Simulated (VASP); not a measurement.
# Si3N4 (P-43m) in VASP: settings compared

Aim: see how the results for Si3N4 move with the level of theory and the settings. Levels: LDA, r2SCAN. Tasks: single point.

All numbers are computed with VASP 6.6.1; they aren't measurements. Logs are shortened: lines on timing, memory, paths and dates and some standing lists are left out, and cuts for length are marked.

**1. The cell of the first run**

Symmetry: P-43m, No. 215, cubic system. The conventional cell has a = 4.078 Å, b = 4.078 Å, c = 4.078 Å, α = 90.00°, β = 90.00°, γ = 90.00°. Within 2.3 Å of Si (site symmetry -42m) lie 4 N at 1.74 Å. N (site symmetry 3m) has 3 Si at 1.74 Å within 2.3 Å.

**2. Single point, LDA**

The input, INCAR:

```
SYSTEM = Si3N4
PREC = Accurate
ENCUT = 520
EDIFF = 1E-7
ISMEAR = -1
SIGMA = 0.05
LREAL = .FALSE.
LASPH = .TRUE.
NELM = 80
ALGO = Normal
ISIF = 2
LWAVE = .FALSE.
LCHARG = .FALSE.
GGA = CA
NBANDS = 25
```

The input, KPOINTS:

```
regular mesh
0
G
  7 7 7
  0 0 0
```

The input, POSCAR:

```
Si3N4
1.0
    4.0777768177      0.0000000000      0.0000000000
    0.0000000000      4.0777768177      0.0000000000
    0.0000000000      0.0000000000      4.0777768177
Si N
3 4
Direct
    0.0000000000      0.0000000000      0.5000000000
    0.5000000000      0.0000000000      0.0000000000
    0.0000000000      0.5000000000      0.0000000000
    0.2397935383      0.2397935383      0.7602064617
    0.7602064617      0.7602064617      0.7602064617
    0.2397935383      0.7602064617      0.2397935383
    0.7602064617      0.2397935383      0.2397935383
```

Potentials or basis: VASP PAW LDA potentials, release 64 (Si, N).

On the command line:

```sh
cat potpaw_LDA.64/Si/POTCAR potpaw_LDA.64/N/POTCAR > POTCAR
mpirun -np 1 vasp_std > vasp.out
```

OUTCAR:

```text
SYSTEM = Si3N4
   PREC = Accurate
   ENCUT = 520
   EDIFF = 1E-7
   ISMEAR = -1
   LREAL = .FALSE.
   LASPH = .TRUE.
   NELM = 80
   ISIF = 2
   GGA = CA

 ion  position               nearest neighbor table
   1  0.000  0.000  0.500-   4 1.74   5 1.74   6 1.74   7 1.74   2 2.88   3 2.88   2 2.88   3 2.88
                             3 2.88   3 2.88   2 2.88   2 2.88
   2  0.500  0.000  0.000-   4 1.74   5 1.74   6 1.74   7 1.74   1 2.88   3 2.88   1 2.88   3 2.88
                             1 2.88   3 2.88   1 2.88   3 2.88
   3  0.000  0.500  0.000-   4 1.74   5 1.74   6 1.74   7 1.74   1 2.88   2 2.88   1 2.88   1 2.88
                             2 2.88   1 2.88   2 2.88   2 2.88
   4  0.240  0.240  0.760-   1 1.74   2 1.74   3 1.74
   5  0.760  0.760  0.760-   1 1.74   2 1.74   3 1.74
   6  0.240  0.760  0.240-   1 1.74   2 1.74   3 1.74
   7  0.760  0.240  0.240-   1 1.74   2 1.74   3 1.74

  LATTYP: Found a simple cubic cell.
 ALAT       =     4.0777768177

  Lattice vectors:

 A1 = (   4.0777768177,   0.0000000000,   0.0000000000)
 A2 = (   0.0000000000,   4.0777768177,   0.0000000000)
 A3 = (   0.0000000000,   0.0000000000,   4.0777768177)

Analysis of symmetry for initial positions (statically):
=====================================================================
 Subroutine PRICEL returns:
 Original cell was already a primitive cell.

 Routine SETGRP: Setting up the symmetry group for a
 simple cubic supercell.

 Subroutine GETGRP returns: Found 24 space group operations
 (whereof 24 operations were pure point group operations)
 out of a pool of 48 trial point group operations.

The static configuration has the point symmetry T_d .

Analysis of symmetry for dynamics (positions and initial velocities):
=====================================================================
 Subroutine PRICEL returns:
 Original cell was already a primitive cell.

 Routine SETGRP: Setting up the symmetry group for a
 simple cubic supercell.

 Subroutine GETGRP returns: Found 24 space group operations
 (whereof 24 operations were pure point group operations)
 out of a pool of 48 trial point group operations.

The dynamic configuration has the point symmetry T_d .

 Subroutine INISYM returns: Found 24 space group operations
 (whereof 24 operations are pure point group operations),
 and found     1 'primitive' translations

----------------------------------------------------------------------------------------

                                     Primitive cell

  volume of cell :      67.8063

  direct lattice vectors                    reciprocal lattice vectors
     4.077776818  0.000000000  0.000000000     0.245231665  0.000000000  0.000000000
     0.000000000  4.077776818  0.000000000     0.000000000  0.245231665  0.000000000
     0.000000000  0.000000000  4.077776818     0.000000000  0.000000000  0.245231665

  length of vectors
     4.077776818  4.077776818  4.077776818     0.245231665  0.245231665  0.245231665

  position of ions in fractional coordinates (direct lattice)
     0.000000000  0.000000000  0.500000000
     0.500000000  0.000000000  0.000000000
     0.000000000  0.500000000  0.000000000
     0.239793538  0.239793538  0.760206462
     0.760206462  0.760206462  0.760206462
     0.239793538  0.760206462  0.239793538
     0.760206462  0.239793538  0.239793538

  ion indices of the primitive-cell ions
   primitive index   ion index
                 1           1
                 2           2
                 3           3
                 4           4
                 5           5
                 6           6
                 7           7

----------------------------------------------------------------------------------------

 KPOINTS: regular mesh

Automatic generation of k-mesh.
 Grid dimensions read from file:
 generate k-points for:    7    7    7

 Generating k-lattice:

  Cartesian coordinates                     Fractional coordinates (reciprocal lattice)
     0.035033095  0.000000000  0.000000000     0.142857143  0.000000000  0.000000000
     0.000000000  0.035033095  0.000000000     0.000000000  0.142857143  0.000000000
     0.000000000  0.000000000  0.035033095     0.000000000  0.000000000  0.142857143

  Length of vectors
     0.035033095  0.035033095  0.035033095

  Shift w.r.t. Gamma in fractional coordinates (k-lattice)
     0.000000000  0.000000000  0.000000000

 Subroutine IBZKPT returns following result:
 ===========================================

 Found     20 irreducible k-points:

 Following reciprocal coordinates:
            Coordinates               Weight
  0.000000  0.000000  0.000000      1.000000
  0.142857  0.000000  0.000000      6.000000
  0.285714  0.000000  0.000000      6.000000
  0.428571  0.000000  0.000000      6.000000
  0.142857  0.142857  0.000000     12.000000
  0.285714  0.142857  0.000000     24.000000
[... 12 lines left out ...]
  0.428571  0.428571  0.285714     24.000000
  0.428571  0.428571  0.428571      8.000000
   k-points           NKPTS =     20   k-points in BZ     NKDIM =     20   number of bands    NBANDS=     25
   number of dos      NEDOS =    301   number of ions     NIONS =      7
   total plane-waves  NPLWV =  27000
   dimension x,y,z NGX =    30 NGY =   30 NGZ =   30
   dimension x,y,z NGXF=    60 NGYF=   60 NGZF=   60
   ions per type =               3   4
   NGX,Y,Z   is equivalent  to a cutoff of  12.23, 12.23, 12.23 a.u.
   NGXF,Y,Z  is equivalent  to a cutoff of  24.46, 24.46, 24.46 a.u.
 SYSTEM =  Si3N4
   PREC   = accura    normal or accurate (medium, high low for compatibility)
   ISTART =      0    job   : 0-new  1-cont  2-samecut
   ICHARG =      2    charge: 1-file 2-atom 10-const
   ISPIN  =      1    spin polarized calculation?
   LNONCOLLINEAR =      F non collinear calculations
   LSORBIT =      F    spin-orbit coupling
   LASPH  =      T    aspherical Exc in radial PAW
   ENCUT  =  520.0 eV  38.22 Ry    6.18 a.u.   7.58  7.58  7.58*2*pi/ulx,y,z
   NELM   =     80;   NELMIN=  2; NELMDL= -5     # of ELM steps
   EDIFF  = 0.1E-06   stopping-criterion for ELM
   LREAL  =      F    real-space projection
   EDIFFG = 0.1E-05   stopping-criterion for IOM
   NSW    =      0    number of steps for IOM
   IBRION =     -1    ionic relax: 0-MD 1-quasi-New 2-CG
   NFREE  =      0    steps in history (QN), initial steepest desc. (CG)
   ISIF   =      2    stress and relaxation
   ISYM   =      2    0-nonsym 1-usesym 2-fastsym
   POTIM  = 0.5000    time-step for ionic-motion
   TEBEG  =    0.0;   TEEND  =   0.0 temperature during run
   PSTRESS=    0.0 pullay stress
   NELECT =      32.0000    total number of electrons
   NUPDOWN=      -1.0000    fix difference up-down
   EMIN   =  10.00;   EMAX   =-10.00  energy-range for DOS
   EFERMI =   0.00;   METHOD = LEGACY
   ISMEAR =    -1;   SIGMA  =   0.05  broadening in eV -4-tet -1-fermi 0-gaus
   EFERMI_NEDOS =   21; number of points for ismear=-14 and -15
   IALGO  =     38    algorithm
   IMIX   =      4    mixing-type and parameters
     AMIX     =   0.40;   BMIX     =  1.00
     AMIX_MAG =   1.60;   BMIX_MAG =  1.00
  volume/ion in A,a.u.               =       9.69        65.37
  Fermi-wavevector in a.u.,A,eV,Ry     =   1.274583  2.408612 22.103497  1.624561
  Thomas-Fermi vector in A             =   2.407343
   LORBIT       =      0    0 simple, 1 ext, 2 COOP (PROOUT), +10 PAW based schemes
   GGA     = CA    functional components
   LHFCALC =     F    Hartree Fock is set to
   AEXX    =    0.0000 exact exchange contribution
   IVDW    =     0    specifies the selected vdW correction
   LEPSILON=     F    determine dielectric tensor
   LRPA    =     F    only Hartree local field effects (RPA)
 non-spin polarized calculation
  energy-cutoff  :      520.00
  volume of cell :       67.81
 maximum number of plane-waves:      1841
   NGX = 15   NGY = 15   NGZ = 15

 number of electron      31.9999992 magnetization

 Free energy of the ion-electron system (eV)
  ---------------------------------------------------
  ext. energy  EPLUGINS =         0.00000000
  ---------------------------------------------------
  free energy    TOTEN  =       -61.56468691 eV

  energy without entropy =      -61.56468691  energy(sigma->0) =      -61.56468691

 E-fermi :   8.1679     XC(G=0): -11.6605

 val. band max:        7.0818943419   @ k =   0.4286   0.4286   0.4286
 cond. band min:       9.7322009712   @ k =   0.0000   0.0000   0.0000
 fundamental gap:      2.6503066293
 Fermi energy:         8.1679033936

 k-point     1 :       0.0000    0.0000    0.0000
  band No.  band energies     occupation
      1     -11.0447      2.00000
      2      -6.8900      2.00000
      3      -6.8900      2.00000
      4      -6.8900      2.00000
      5      -1.6724      2.00000
      6      -1.6724      2.00000
[... 17 lines left out ...]
     24      18.7492      0.00000
     25      18.7492      0.00000

 k-point     2 :       0.1429    0.0000    0.0000
  band No.  band energies     occupation
      1     -10.9255      2.00000
      2      -7.2274      2.00000
      3      -6.8701      2.00000
      4      -6.8701      2.00000
      5      -1.5703      2.00000
      6      -1.3134      2.00000
[... 17 lines left out ...]
     24      18.4210      0.00000
     25      18.8348      0.00000

 k-point     3 :       0.2857    0.0000    0.0000
  band No.  band energies     occupation
      1     -10.5873      2.00000
      2      -7.9781      2.00000
      3      -6.8245      2.00000
      4      -6.8245      2.00000
      5      -1.2971      2.00000
      6      -0.4724      2.00000
[... 17 lines left out ...]
     24      18.5046      0.00000
     25      18.7853      0.00000

 k-point     4 :       0.4286    0.0000    0.0000
  band No.  band energies     occupation
      1     -10.1473      2.00000
      2      -8.6970      2.00000
      3      -6.7870      2.00000
      4      -6.7870      2.00000
      5      -1.0007      2.00000
      6       0.5336      2.00000
[... 17 lines left out ...]
     24      17.8662      0.00000
     25      17.8662      0.00000

 k-point     5 :       0.1429    0.1429    0.0000
  band No.  band energies     occupation
      1     -10.8072      2.00000
      2      -7.2495      2.00000
      3      -7.1320      2.00000
      4      -6.8595      2.00000
      5      -1.3516      2.00000
      6      -1.1442      2.00000
[... 17 lines left out ...]
     24      18.3879      0.00000
     25      18.7078      0.00000

 k-point     6 :       0.2857    0.1429    0.0000
  band No.  band energies     occupation
      1     -10.4712      2.00000
      2      -7.9242      2.00000
      3      -7.0927      2.00000
      4      -6.8404      2.00000
      5      -1.0997      2.00000
      6      -0.4810      2.00000
[... 17 lines left out ...]
     24      18.3953      0.00000
     25      18.5615      0.00000
[... 281 lines left out ...]
 k-point    17 :       0.2857    0.2857    0.2857
  band No.  band energies     occupation
      1      -9.7155      2.00000
      2      -7.7451      2.00000
      3      -7.7451      2.00000
      4      -7.3570      2.00000
      5      -1.1895      2.00000
      6      -1.1895      2.00000
[... 17 lines left out ...]
     24      17.6868      0.00000
     25      17.6870      0.00000

 k-point    18 :       0.4286    0.2857    0.2857
  band No.  band energies     occupation
      1      -9.2965      2.00000
      2      -8.2346      2.00000
      3      -7.6657      2.00000
      4      -7.3620      2.00000
      5      -1.5391      2.00000
      6      -1.1764      2.00000
[... 17 lines left out ...]
     24      17.2841      0.00000
     25      17.7420      0.00000

 k-point    19 :       0.4286    0.4286    0.2857
  band No.  band energies     occupation
      1      -8.8814      2.00000
      2      -8.1282      2.00000
      3      -8.0294      2.00000
      4      -7.4504      2.00000
      5      -1.6778      2.00000
      6      -1.5086      2.00000
[... 17 lines left out ...]
     24      16.6329      0.00000
     25      17.5527      0.00000

 k-point    20 :       0.4286    0.4286    0.4286
  band No.  band energies     occupation
      1      -8.5004      2.00000
      2      -8.0370      2.00000
      3      -8.0370      2.00000
      4      -7.7222      2.00000
      5      -1.9634      2.00000
      6      -1.9634      2.00000
[... 17 lines left out ...]
     24      17.1199      0.00000
     25      17.1930      0.00000

------------------------ aborting loop because EDIFF is reached ----------------------------------------

  FORCE on cell =-STRESS in cart. coord.  units (eV):
  Direction    XX          YY          ZZ          XY          YZ          ZX
  --------------------------------------------------------------------------------------
  -------------------------------------------------------------------------------------
  Total        0.1922744      0.1922744      0.1922744     -0.0000000     -0.0000000      0.0000000
  in kB        4.5431979      4.5431979      4.5431979     -0.0000000     -0.0000000      0.0000000
  external PRESSURE =       4.5431979 kB  Pullay stress =       0.0000000 kB

 VOLUME and BASIS-vectors are now :
 -----------------------------------------------------------------------------
  energy-cutoff  :      520.00
  volume of cell :       67.81
      direct lattice vectors                 reciprocal lattice vectors
     4.077776818  0.000000000  0.000000000     0.245231665  0.000000000  0.000000000
     0.000000000  4.077776818  0.000000000     0.000000000  0.245231665  0.000000000
     0.000000000  0.000000000  4.077776818     0.000000000  0.000000000  0.245231665

 POSITION                                       TOTAL-FORCE (eV/Angst)
 -----------------------------------------------------------------------------------
      0.00000      0.00000      2.03889         0.000000     -0.000000     -0.000000
      2.03889      0.00000      0.00000         0.000000     -0.000000     -0.000000
      0.00000      2.03889      0.00000         0.000000      0.000000     -0.000000
      0.97782      0.97782      3.09995         0.007056      0.007056     -0.007056
      3.09995      3.09995      3.09995        -0.007056     -0.007056     -0.007056
      0.97782      3.09995      0.97782         0.007056     -0.007056      0.007056
      3.09995      0.97782      0.97782        -0.007056      0.007056      0.007056
 -----------------------------------------------------------------------------------
    total drift:                               -0.000000     -0.000000     -0.000000

  FREE ENERGIE OF THE ION-ELECTRON SYSTEM (eV)
  ---------------------------------------------------
  free  energy   TOTEN  =       -61.5646869090 eV

  energy  without entropy=      -61.5646869089  energy(sigma->0) =      -61.56468691
```

Wall time 15 s (1 thread of AMD EPYC 9R45 (Zen 5), shared host); peak memory 0.12 GiB.

Results:

* Free energy: -61.5647 eV
* Pressure: 0.5 GPa
* Largest force: 0.012 eV/Å
* Band gap on the k mesh: 2.65 eV, indirect (least direct gap 2.84 eV)

Forces on the atoms (eV/Å):
```
Si   0.000  0.000  0.000
Si   0.000  0.000  0.000
Si   0.000  0.000  0.000
N    0.007  0.007 -0.007
N   -0.007 -0.007 -0.007
N    0.007 -0.007  0.007
N   -0.007  0.007  0.007
```

A k mesh can miss the band edges. As with any semilocal functional, this LDA gap is likely too small.

(Continued in part 2 of 2.)
